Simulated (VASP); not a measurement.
Runs of VASP 6.6.1 on KZnF3. The structure is that of space group Pm-3m (No. 221), or close to it. The cells are those of the table. 

```tsv
cell	gap on the mesh (eV)	pressure (GPa)
a = 4.253 Å, 5 atoms	3.43	-5.0
a = 4.050, b = 4.050, c = 3.848 Å, 5 atoms	3.77	10.6
a = 3.949, b = 3.949, c = 3.848 Å, 5 atoms	3.97	17.0
a = 3.848, b = 3.848, c = 4.050 Å, 5 atoms	(b)	17.4
a = 3.848, b = 3.848, c = 3.949 Å, 5 atoms	4.03	20.9
a = 3.848 Å, 5 atoms	4.21	25.1
a = 4.151 Å, 5 atoms	(a)	-0.9
a = 4.050, b = 4.050, c = 3.949 Å, 5 atoms	3.78	7.6
```

Alike in all rows: task single point; level PBE; potentials or basis VASP PAW PBE potentials, release 64 (K_sv, Zn, F); no spin polarisation; k mesh 6 × 6 × 6; cutoff (eV) 520; smearing gaussian 0.05 eV.

**Question.** Estimate the missing entries.

**Answer.** (a) 3.61; (b) 3.88.

A k mesh can miss the band edges.
